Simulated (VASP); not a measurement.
# NaH (Pm-3m) in VASP: further runs

NaH is run at these levels: LDA; tasks: single point.

Program: VASP 6.6.1. These are calculated values, not measurements. Logs are shortened: lines on timing, memory, paths and dates and some standing lists are left out, and cuts for length are marked.

## (1) The cell of the first run

The structure is cubic, space group Pm-3m (No. 221). Conventional cell: a = 2.955 Å, b = 2.955 Å, c = 2.955 Å, α = 90.00°, β = 90.00°, γ = 90.00°. Within 3.4 Å of Na (site symmetry m-3m) lie 8 H at 2.56 Å and 6 Na at 2.96 Å. Within 3.4 Å of H (site symmetry m-3m) lie 8 Na at 2.56 Å and 6 H at 2.96 Å.

## (2) Single point, LDA

Contents of INCAR:

```
SYSTEM = NaH
PREC = Accurate
ENCUT = 520
EDIFF = 1E-7
ISMEAR = 0
SIGMA = 0.05
LREAL = .FALSE.
LASPH = .TRUE.
NELM = 100
ALGO = Normal
ISIF = 2
LWAVE = .FALSE.
LCHARG = .TRUE.
GGA = CA
LELF = .TRUE.
LVHAR = .TRUE.
NBANDS = 11
```

Contents of KPOINTS:

```
regular mesh
0
G
  12 12 12
  0 0 0
```

Contents of POSCAR:

```
NaH
1.0
    2.9551240000      0.0000000000      0.0000000000
    0.0000000000      2.9551240000      0.0000000000
    0.0000000000      0.0000000000      2.9551240000
Na H
1 1
Direct
    0.0000000000      0.0000000000      0.0000000000
    0.5000000000      0.5000000000      0.5000000000
```

Potentials or basis: VASP PAW LDA potentials, release 64 (Na_pv, H).

On the command line:

```sh
> cat potpaw_LDA.64/Na_pv/POTCAR potpaw_LDA.64/H/POTCAR > POTCAR
> mpirun -np 1 vasp_std > vasp.out
```

OUTCAR:

```text
SYSTEM = NaH
   PREC = Accurate
   ENCUT = 520
   EDIFF = 1E-7
   ISMEAR = 0
   LREAL = .FALSE.
   LASPH = .TRUE.
   NELM = 100
   ISIF = 2
   GGA = CA

 ion  position               nearest neighbor table
   1  0.000  0.000  0.000-
   2  0.500  0.500  0.500-

  LATTYP: Found a simple cubic cell.
 ALAT       =     2.9551240000

  Lattice vectors:

 A1 = (   2.9551240000,   0.0000000000,   0.0000000000)
 A2 = (   0.0000000000,   2.9551240000,   0.0000000000)
 A3 = (   0.0000000000,   0.0000000000,   2.9551240000)

Analysis of symmetry for initial positions (statically):
=====================================================================
 Subroutine PRICEL returns:
 Original cell was already a primitive cell.

 Routine SETGRP: Setting up the symmetry group for a
 simple cubic supercell.

 Subroutine GETGRP returns: Found 48 space group operations
 (whereof 48 operations were pure point group operations)
 out of a pool of 48 trial point group operations.

The static configuration has the point symmetry O_h .

Analysis of symmetry for dynamics (positions and initial velocities):
=====================================================================
 Subroutine PRICEL returns:
 Original cell was already a primitive cell.

 Routine SETGRP: Setting up the symmetry group for a
 simple cubic supercell.

 Subroutine GETGRP returns: Found 48 space group operations
 (whereof 48 operations were pure point group operations)
 out of a pool of 48 trial point group operations.

The dynamic configuration has the point symmetry O_h .

 Subroutine INISYM returns: Found 48 space group operations
 (whereof 48 operations are pure point group operations),
 and found     1 'primitive' translations

----------------------------------------------------------------------------------------

                                     Primitive cell

  volume of cell :      25.8064

  direct lattice vectors                    reciprocal lattice vectors
     2.955124000  0.000000000  0.000000000     0.338395275  0.000000000  0.000000000
     0.000000000  2.955124000  0.000000000     0.000000000  0.338395275  0.000000000
     0.000000000  0.000000000  2.955124000     0.000000000  0.000000000  0.338395275

  length of vectors
     2.955124000  2.955124000  2.955124000     0.338395275  0.338395275  0.338395275

  position of ions in fractional coordinates (direct lattice)
     0.000000000  0.000000000  0.000000000
     0.500000000  0.500000000  0.500000000

  ion indices of the primitive-cell ions
   primitive index   ion index
                 1           1
                 2           2

----------------------------------------------------------------------------------------

 KPOINTS: regular mesh

Automatic generation of k-mesh.
 Grid dimensions read from file:
 generate k-points for:   12   12   12

 Generating k-lattice:

  Cartesian coordinates                     Fractional coordinates (reciprocal lattice)
     0.028199606  0.000000000  0.000000000     0.083333333  0.000000000  0.000000000
     0.000000000  0.028199606  0.000000000     0.000000000  0.083333333  0.000000000
     0.000000000  0.000000000  0.028199606     0.000000000  0.000000000  0.083333333

  Length of vectors
     0.028199606  0.028199606  0.028199606

  Shift w.r.t. Gamma in fractional coordinates (k-lattice)
     0.000000000  0.000000000  0.000000000

 Subroutine IBZKPT returns following result:
 ===========================================

 Found     84 irreducible k-points:

 Following reciprocal coordinates:
            Coordinates               Weight
  0.000000  0.000000  0.000000      1.000000
  0.083333  0.000000  0.000000      6.000000
  0.166667  0.000000  0.000000      6.000000
  0.250000  0.000000  0.000000      6.000000
  0.333333  0.000000  0.000000      6.000000
  0.416667  0.000000  0.000000      6.000000
[... 16 lines left out ...]
  0.333333  0.333333  0.000000     12.000000
  0.416667  0.333333  0.000000     24.000000
 [... further k-points ...]
   k-points           NKPTS =     84   k-points in BZ     NKDIM =     84   number of bands    NBANDS=     11
   number of dos      NEDOS =    301   number of ions     NIONS =      2
   total plane-waves  NPLWV =  13824
   dimension x,y,z NGX =    24 NGY =   24 NGZ =   24
   dimension x,y,z NGXF=    48 NGYF=   48 NGZF=   48
   ions per type =               1   1
   NGX,Y,Z   is equivalent  to a cutoff of  13.50, 13.50, 13.50 a.u.
   NGXF,Y,Z  is equivalent  to a cutoff of  27.00, 27.00, 27.00 a.u.
 SYSTEM =  NaH
   PREC   = accura    normal or accurate (medium, high low for compatibility)
   ISTART =      0    job   : 0-new  1-cont  2-samecut
   ICHARG =      2    charge: 1-file 2-atom 10-const
   ISPIN  =      1    spin polarized calculation?
   LNONCOLLINEAR =      F non collinear calculations
   LSORBIT =      F    spin-orbit coupling
   LASPH  =      T    aspherical Exc in radial PAW
   ENCUT  =  520.0 eV  38.22 Ry    6.18 a.u.   5.49  5.49  5.49*2*pi/ulx,y,z
   NELM   =    100;   NELMIN=  2; NELMDL= -5     # of ELM steps
   EDIFF  = 0.1E-06   stopping-criterion for ELM
   LREAL  =      F    real-space projection
   EDIFFG = 0.1E-05   stopping-criterion for IOM
   NSW    =      0    number of steps for IOM
   IBRION =     -1    ionic relax: 0-MD 1-quasi-New 2-CG
   NFREE  =      0    steps in history (QN), initial steepest desc. (CG)
   ISIF   =      2    stress and relaxation
   ISYM   =      2    0-nonsym 1-usesym 2-fastsym
   POTIM  = 0.5000    time-step for ionic-motion
   TEBEG  =    0.0;   TEEND  =   0.0 temperature during run
   PSTRESS=    0.0 pullay stress
   NELECT =       8.0000    total number of electrons
   NUPDOWN=      -1.0000    fix difference up-down
   EMIN   =  10.00;   EMAX   =-10.00  energy-range for DOS
   EFERMI =   0.00;   METHOD = LEGACY
   ISMEAR =     0;   SIGMA  =   0.05  broadening in eV -4-tet -1-fermi 0-gaus
   EFERMI_NEDOS =   21; number of points for ismear=-14 and -15
   IALGO  =     38    algorithm
   IMIX   =      4    mixing-type and parameters
     AMIX     =   0.40;   BMIX     =  1.00
     AMIX_MAG =   1.60;   BMIX_MAG =  1.00
  volume/ion in A,a.u.               =      12.90        87.08
  Fermi-wavevector in a.u.,A,eV,Ry     =   1.107973  2.093765 16.702564  1.227604
  Thomas-Fermi vector in A             =   2.244494
   LORBIT       =      0    0 simple, 1 ext, 2 COOP (PROOUT), +10 PAW based schemes
   GGA     = CA    functional components
   LHFCALC =     F    Hartree Fock is set to
   AEXX    =    0.0000 exact exchange contribution
   IVDW    =     0    specifies the selected vdW correction
   LEPSILON=     F    determine dielectric tensor
   LRPA    =     F    only Hartree local field effects (RPA)
 non-spin polarized calculation
 Gauss-broadening in eV      SIGMA  =   0.05
  energy-cutoff  :      520.00
  volume of cell :       25.81
 maximum number of plane-waves:       739
 NGX is ok and might be reduce to    24
   NGX = 11   NGY = 11   NGZ = 11

 number of electron       7.9999998 magnetization

 Free energy of the ion-electron system (eV)
  ---------------------------------------------------
  ext. energy  EPLUGINS =         0.00000000
  ---------------------------------------------------
  free energy    TOTEN  =        -5.09386150 eV

  energy without entropy =       -5.09386150  energy(sigma->0) =       -5.09386150

 E-fermi :   1.5943     XC(G=0):  -8.6182

 val. band max:        1.2886011851   @ k =   0.5000   0.5000   0.5000
 cond. band min:       1.8703902517   @ k =   0.5000   0.0000   0.0000
 fundamental gap:      0.5817890665
 Fermi energy:         1.5943191189

 k-point     1 :       0.0000    0.0000    0.0000
  band No.  band energies     occupation
      1     -23.4034      2.00000
      2     -23.4034      2.00000
      3     -23.4034      2.00000
      4      -4.8891      2.00000
      5       9.7768      0.00000
      6      11.7523      0.00000
      7      11.7523      0.00000
      8      13.3618      0.00000
      9      13.3618      0.00000
     10      13.3618      0.00000
     11      26.3989      0.00000

 k-point     2 :       0.0833    0.0000    0.0000
  band No.  band energies     occupation
      1     -23.4160      2.00000
      2     -23.4023      2.00000
      3     -23.4023      2.00000
      4      -4.7779      2.00000
      5       9.0916      0.00000
      6      10.9191      0.00000
      7      11.8664      0.00000
      8      13.4446      0.00000
      9      13.4446      0.00000
     10      15.1393      0.00000
     11      25.2718      0.00000

 k-point     3 :       0.1667    0.0000    0.0000
  band No.  band energies     occupation
      1     -23.4502      2.00000
      2     -23.3994      2.00000
      3     -23.3994      2.00000
      4      -4.4509      2.00000
      5       7.2603      0.00000
      6      10.8707      0.00000
      7      12.2066      0.00000
      8      13.6901      0.00000
      9      13.6901      0.00000
     10      17.7744      0.00000
     11      23.4524      0.00000

 k-point     4 :       0.2500    0.0000    0.0000
  band No.  band energies     occupation
      1     -23.4966      2.00000
      2     -23.3953      2.00000
      3     -23.3953      2.00000
      4      -3.9301      2.00000
      5       5.3600      0.00000
      6      11.1523      0.00000
      7      12.7656      0.00000
      8      14.0878      0.00000
      9      14.0878      0.00000
     10      20.5629      0.00000
     11      21.7325      0.00000
[... 239 lines left out ...]
 k-point    22 :       0.5000    0.2500    0.0000
  band No.  band energies     occupation
      1     -23.5725      2.00000
      2     -23.4725      2.00000
      3     -23.3797      2.00000
      4      -1.5829      2.00000
      5       2.9550      0.00000
      6       8.0192      0.00000
      7      11.2796      0.00000
      8      14.9344      0.00000
      9      16.4828      0.00000
     10      18.9285      0.00000
     11      19.6475      0.00000

 k-point    23 :       0.3333    0.3333    0.0000
  band No.  band energies     occupation
      1     -23.5252      2.00000
      2     -23.5184      2.00000
      3     -23.3797      2.00000
      4      -1.8933      2.00000
      5       4.8841      0.00000
      6       5.9227      0.00000
      7      11.2544      0.00000
      8      14.9498      0.00000
      9      16.1285      0.00000
     10      20.2975      0.00000
     11      20.8843      0.00000

 k-point    24 :       0.4167    0.3333    0.0000
  band No.  band energies     occupation
      1     -23.5533      2.00000
      2     -23.5166      2.00000
      3     -23.3769      2.00000
      4      -1.3673      2.00000
      5       4.1478      0.00000
      6       6.2268      0.00000
      7      10.1830      0.00000
      8      15.1407      0.00000
      9      16.8609      0.00000
     10      19.6194      0.00000
     11      20.6819      0.00000

 [... further k-points ...]

------------------------ aborting loop because EDIFF is reached ----------------------------------------

  FORCE on cell =-STRESS in cart. coord.  units (eV):
  Direction    XX          YY          ZZ          XY          YZ          ZX
  --------------------------------------------------------------------------------------
  -------------------------------------------------------------------------------------
  Total       -0.3363922     -0.3363922     -0.3363922      0.0000000     -0.0000000      0.0000000
  in kB      -20.8847540    -20.8847540    -20.8847540      0.0000000     -0.0000000      0.0000000
  external PRESSURE =     -20.8847540 kB  Pullay stress =       0.0000000 kB

 VOLUME and BASIS-vectors are now :
 -----------------------------------------------------------------------------
  energy-cutoff  :      520.00
  volume of cell :       25.81
      direct lattice vectors                 reciprocal lattice vectors
     2.955124000  0.000000000  0.000000000     0.338395275  0.000000000  0.000000000
     0.000000000  2.955124000  0.000000000     0.000000000  0.338395275  0.000000000
     0.000000000  0.000000000  2.955124000     0.000000000  0.000000000  0.338395275

 POSITION                                       TOTAL-FORCE (eV/Angst)
 -----------------------------------------------------------------------------------
      0.00000      0.00000      0.00000         0.000000      0.000000      0.000000
      1.47756      1.47756      1.47756         0.000000      0.000000      0.000000
 -----------------------------------------------------------------------------------
    total drift:                                0.000000      0.000000      0.000000

  FREE ENERGIE OF THE ION-ELECTRON SYSTEM (eV)
  ---------------------------------------------------
  free  energy   TOTEN  =        -5.0938615013 eV

  energy  without entropy=       -5.0938615013  energy(sigma->0) =       -5.09386150
```

It took 18 s on 1 thread of Intel Xeon 8259CL, shared host; peak memory 0.13 GiB.

What came out:

```
Free energy            : -5.0939 eV
Pressure               : -2.1 GPa
Band gap on the k mesh : 0.58 eV (least direct gap 4.15 eV)
```

A k mesh can miss the band edges.

## (3) Single point, LDA

Contents of INCAR:

```
  PREC = Accurate
  ENCUT = 520
  EDIFF = 1E-7
  ISMEAR = 0
  SIGMA = 0.05
  LREAL = False
  LASPH = True
  NELM = 100
  ALGO = Normal
  ISIF = 2
  LWAVE = False
  LCHARG = False
  GGA = CA
  NBANDS = 11
```

Contents of KPOINTS:

```
regular mesh
0
Gamma
  12 12 12
```

POSCAR is that of step 2.

Potentials or basis: VASP PAW LDA potentials, release 64 (Na_pv, H).

On the command line:

```sh
> cat potpaw_LDA.64/Na_pv/POTCAR potpaw_LDA.64/H/POTCAR > POTCAR
> mpirun -np 1 vasp_std > vasp.out
```

Run time: 18 s. Hardware: 1 thread of Intel Xeon 8259CL, shared host; peak memory 0.14 GiB.

Results (log left out):

- Free energy: -5.0939 eV
- Pressure: -2.1 GPa
- Band gap on the k mesh: 0.58 eV (least direct gap 4.15 eV)

Levels at points of the mesh, in eV from the valence-band top:
```
           k point  band 1  band 2  band 3  band 4  band 5  band 6  band 7  band 8  band 9
(0.00, 0.00, 0.00)  -24.69  -24.69  -24.69   -6.18    8.49   10.46   10.46   12.07   12.07
(0.50, 0.00, 0.00)  -24.88  -24.68  -24.68   -3.57    0.58   10.61   13.62   14.13   14.13
(0.50, 0.50, 0.00)  -24.85  -24.85  -24.66   -1.82    3.84    3.84    6.30   14.42   18.08
(0.50, 0.50, 0.50)  -24.82  -24.82  -24.82    0.00    6.51    6.51    6.51    8.59    8.59
```
